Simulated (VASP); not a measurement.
# BiS4 (P-43m) in VASP: further runs, part 2 of 2

VASP 6.6.1. The steps go on from the part before.

## (4) Single point, PBE

This run uses another cell than the first one, of 23.63 Å³/atom.

Contents of INCAR:

```
ALGO     = Normal         # electronic algorithm
EDIFF    = 1E-6           # SCF threshold, eV
ENCUT    = 520            # plane-wave cutoff, eV
GGA      = PE             # functional
ISIF     = 2              # what is computed and relaxed
ISMEAR   = 0              # smearing method
LASPH    = T              # aspherical terms in the spheres
LCHARG   = T              # write CHGCAR
LELF     = T              # ELF
LREAL    = F              # projectors in reciprocal space
LVHAR    = T            
LWAVE    = F              # write WAVECAR
NBANDS   = 28             # bands
NELM     = 100            # most SCF steps
PREC     = Accurate       # precision mode
SIGMA    = 0.1            # smearing width, eV
```

Contents of KPOINTS:

```
k-points
0
Gamma
  8 8 8
```

Contents of POSCAR:

```
BiS4
1.0
    4.9069684142      0.0000000000      0.0000000000
    0.0000000000      4.9069684142      0.0000000000
    0.0000000000      0.0000000000      4.9069684142
Bi S
1 4
Direct
    0.0000000000      0.0000000000      0.0000000000
    0.3079765090      0.3079765090      0.3079765090
    0.6920234910      0.6920234910      0.3079765090
    0.3079765090      0.6920234910      0.6920234910
    0.6920234910      0.3079765090      0.6920234910
```

Potentials or basis: VASP PAW PBE potentials, release 64 (Bi_d, S).

Command:

```console
$ cat potpaw_PBE.64/Bi_d/POTCAR potpaw_PBE.64/S/POTCAR > POTCAR
$ mpirun -np 1 vasp_std > vasp.out
```

OUTCAR:

```text
EDIFF = 1E-6
   ENCUT = 520
   GGA = PE
   ISIF = 2
   ISMEAR = 0
   LASPH = T
   LREAL = F
   NELM = 100
   PREC = Accurate

 ion  position               nearest neighbor table
   1  0.000  0.000  0.000-   2 2.62   3 2.62   4 2.62   5 2.62
   2  0.308  0.308  0.308-   1 2.62   3 2.67   4 2.67   5 2.67
   3  0.692  0.692  0.308-   1 2.62   2 2.67   4 2.67   5 2.67
   4  0.308  0.692  0.692-   1 2.62   2 2.67   3 2.67   5 2.67
   5  0.692  0.308  0.692-   1 2.62   2 2.67   3 2.67   4 2.67

  LATTYP: Found a simple cubic cell.
 ALAT       =     4.9069684142

  Lattice vectors:

 A1 = (   4.9069684142,   0.0000000000,   0.0000000000)
 A2 = (   0.0000000000,   4.9069684142,   0.0000000000)
 A3 = (   0.0000000000,   0.0000000000,   4.9069684142)

Analysis of symmetry for initial positions (statically):
=====================================================================
 Subroutine PRICEL returns:
 Original cell was already a primitive cell.

 Routine SETGRP: Setting up the symmetry group for a
 simple cubic supercell.

[... 172 lines left out ...]
 E-fermi :   4.5326     XC(G=0):  -9.5740

 val. band max:        4.5282872009   @ k =   0.5000   0.3750   0.1250
 cond. band min:       4.5357143099   @ k =   0.5000   0.3750   0.2500
 fundamental gap:      0.0074271090
 Fermi energy:         4.5326210936

 k-point     1 :       0.0000    0.0000    0.0000
  band No.  band energies     occupation
      1     -18.3263      2.00000
      2     -18.3263      2.00000
      3     -18.3263      2.00000
      4     -18.2787      2.00000
      5     -18.2787      2.00000
      6     -10.2326      2.00000
[... 733 lines left out ...]
     27      12.4837      0.00000
     28      12.6539      0.00000

 [... further k-points ...]

------------------------ aborting loop because EDIFF is reached ----------------------------------------

  FORCE on cell =-STRESS in cart. coord.  units (eV):
  Direction    XX          YY          ZZ          XY          YZ          ZX
  --------------------------------------------------------------------------------------
  -------------------------------------------------------------------------------------
  Total       -0.0720148     -0.0720148     -0.0720148      0.0000000      0.0000000     -0.0000000
  in kB       -0.9765460     -0.9765460     -0.9765460      0.0000000      0.0000000     -0.0000000
  external PRESSURE =      -0.9765460 kB  Pullay stress =       0.0000000 kB

 VOLUME and BASIS-vectors are now :
 -----------------------------------------------------------------------------
  energy-cutoff  :      520.00
  volume of cell :      118.15
      direct lattice vectors                 reciprocal lattice vectors
     4.906968414  0.000000000  0.000000000     0.203791815  0.000000000  0.000000000
     0.000000000  4.906968414  0.000000000     0.000000000  0.203791815  0.000000000
     0.000000000  0.000000000  4.906968414     0.000000000  0.000000000  0.203791815

 POSITION                                       TOTAL-FORCE (eV/Angst)
 -----------------------------------------------------------------------------------
      0.00000      0.00000      0.00000         0.000000      0.000000     -0.000000
      1.51123      1.51123      1.51123         0.000704      0.000704      0.000704
      3.39574      3.39574      1.51123        -0.000704     -0.000704      0.000704
      1.51123      3.39574      3.39574         0.000704     -0.000704     -0.000704
      3.39574      1.51123      3.39574        -0.000704      0.000704     -0.000704
 -----------------------------------------------------------------------------------
    total drift:                               -0.000000     -0.000000     -0.000000

  FREE ENERGIE OF THE ION-ELECTRON SYSTEM (eV)
  ---------------------------------------------------
  free  energy   TOTEN  =       -16.6195425097 eV

  energy  without entropy=      -16.5925686271  energy(sigma->0) =      -16.60605557
```

OSZICAR:

```text
N       E                     dE             d eps       ncg     rms          rms(c)
DAV:   1     0.327483476160E+03    0.32748E+03   -0.17586E+04  1960   0.131E+03
DAV:   2     0.168529626897E+02   -0.31063E+03   -0.29948E+03  2220   0.329E+02
DAV:   3    -0.157816928277E+02   -0.32635E+02   -0.31860E+02  2456   0.114E+02
DAV:   4    -0.169728846372E+02   -0.11912E+01   -0.11785E+01  2260   0.237E+01
DAV:   5    -0.170182926650E+02   -0.45408E-01   -0.45392E-01  2948   0.465E+00    0.121E+01
DAV:   6    -0.166344243965E+02    0.38387E+00   -0.76787E-01  2984   0.621E+00    0.777E+00
DAV:   7    -0.166207502059E+02    0.13674E-01   -0.24533E-01  2500   0.214E+00    0.213E+00
DAV:   8    -0.166193230481E+02    0.14272E-02   -0.24003E-02  2436   0.118E+00    0.286E-01
DAV:   9    -0.166194080469E+02   -0.84999E-04   -0.21722E-03  2208   0.266E-01    0.913E-02
DAV:  10    -0.166195132859E+02   -0.10524E-03   -0.41910E-04  2728   0.100E-01    0.453E-02
DAV:  11    -0.166195321147E+02   -0.18829E-04   -0.29797E-05  2232   0.296E-02    0.181E-02
DAV:  12    -0.166195423297E+02   -0.10215E-04   -0.16903E-05  2188   0.255E-02    0.775E-03
DAV:  13    -0.166195425097E+02   -0.18004E-06   -0.15468E-06  2284   0.807E-03
   1 F= -.16619543E+02 E0= -.16606056E+02  d E =-.269739E-01
```

Wall time 38 s (1 thread of Intel Xeon 6975P-C (Granite Rapids), shared host); peak memory 0.24 GiB.

Results:

```
Free energy            : -16.6195 eV
Pressure               : -0.1 GPa
Band gap on the k mesh : zero (an odd number of electrons rules out a gap without spin polarisation)
```

Caveat: spin-orbit coupling is left out, which moves the levels of the heavy elements.

## (5) Relaxation of cell and atoms, PBE

Contents of INCAR:

```
SYSTEM = BiS4
ALGO = Normal
EDIFF = 1E-7
EDIFFG = -0.01
ENCUT = 600
GGA = PE
IBRION = 2
ISIF = 3
ISMEAR = 0
LASPH = .TRUE.
LCHARG = .FALSE.
LREAL = .FALSE.
LWAVE = .FALSE.
NELM = 100
NSW = 100
PREC = Accurate
SIGMA = 0.1
```

Contents of KPOINTS:

```
k-points
0
G
  8 8 8
  0 0 0
```

Contents of POSCAR:

```
BiS4
1.0
    4.9148360446      0.0000000000      0.0000000000
    0.0000000000      4.9148360446      0.0000000000
    0.0000000000      0.0000000000      4.9148360446
Bi S
1 4
Direct
    0.0000000000      0.0000000000      0.0000000000
    0.3080093666      0.3080093666      0.3080093666
    0.6919906334      0.6919906334      0.3080093666
    0.3080093666      0.6919906334      0.6919906334
    0.6919906334      0.3080093666      0.6919906334
```

Command:

```console
$ cat potpaw_PBE.64/Bi_d/POTCAR potpaw_PBE.64/S/POTCAR > POTCAR
$ mpirun -np 1 vasp_std > vasp.out
```

Run time: 84 s. Hardware: 1 thread of Intel Xeon 6975P-C (Granite Rapids), shared host; peak memory 0.3 GiB.

The run converged. Its results:

| Item | Value |
| --- | --- |
| Free energy | -16.6200 eV |
| Relaxed volume | 23.59 Å³/atom |
| Relaxed cell | a = 4.904 Å, b = 4.904 Å, c = 4.904 Å, α = 90.00°, β = 90.00°, γ = 90.00° |
| Space group after relaxing (to 0.1 Å) | P-43m (No. 215) |
| Energy gained by relaxing | 0.1 meV/atom |
| Ionic steps | 2 |
| Pressure after relaxing | 0.0 GPa |
| Band gap on the k mesh | zero (an odd number of electrons rules out a gap without spin polarisation) |

Step by step:
| step | energy change (eV) | largest force (eV/Å) | pressure (GPa) | volume (Å³) |
| --- | --- | --- | --- | --- |
| 1 | 0.0000 | 0.0003 | -0.30 | 118.72 |
| 2 | -0.0007 | 0.0001 | 0.03 | 117.95 |

Final structure:
```
CELL_PARAMETERS angstrom
4.90414 0.00000 0.00000
0.00000 4.90414 0.00000
0.00000 0.00000 4.90414
ATOMIC_POSITIONS crystal
Bi 0.00000 0.00000 0.00000
S 0.30801 0.30801 0.30801
S 0.69199 0.69199 0.30801
S 0.30801 0.69199 0.69199
S 0.69199 0.30801 0.69199
```

Levels at points of the mesh, in eV from the Fermi level:
```tsv
k point	band 17	band 18	band 19	band 20	band 21	band 22
(0.00, 0.00, 0.00)	-0.40	-0.40	-0.40	-0.07	-0.07	-0.07
(0.50, 0.00, 0.00)	-1.40	-0.56	-0.56	-0.06	-0.06	1.27
(0.50, 0.50, 0.00)	-2.60	-1.03	0.11	0.11	0.88	1.77
(0.50, 0.50, 0.50)	-0.35	-0.35	-0.35	0.62	0.62	0.62
```

Caveat: spin-orbit coupling is left out, which moves the levels of the heavy elements.

## (6) Overview

```csv
task,cell,k mesh,cutoff (eV),gap on the mesh (eV),pressure (GPa),relaxed volume (Å³/atom)
single point,"a = 4.915 Å, 5 atoms, atomic positions A",4 × 4 × 4,520,none,-0.5,-
relaxation of cell and atoms,"relaxed from a = 5.155 Å, 5 atoms, atomic positions B",4 × 4 × 4,600,none,0.1,23.52
single point,"a = 4.907 Å, 5 atoms, atomic positions A",8 × 8 × 8,520,none,-0.1,-
relaxation of cell and atoms,"relaxed from a = 4.915 Å, 5 atoms, atomic positions A",8 × 8 × 8,600,none,0.0,23.59
```

Alike in all rows: level PBE; potentials or basis VASP PAW PBE potentials, release 64 (Bi_d, S); no spin polarisation; smearing gaussian 0.1 eV.

Caveats: spin-orbit coupling is left out, which moves the levels of the heavy elements.

Total energies depend on the potentials used, so only differences within one code and one set of settings carry meaning.

The gap in the log of VASP goes by the Fermi energy; the results here count the filled bands.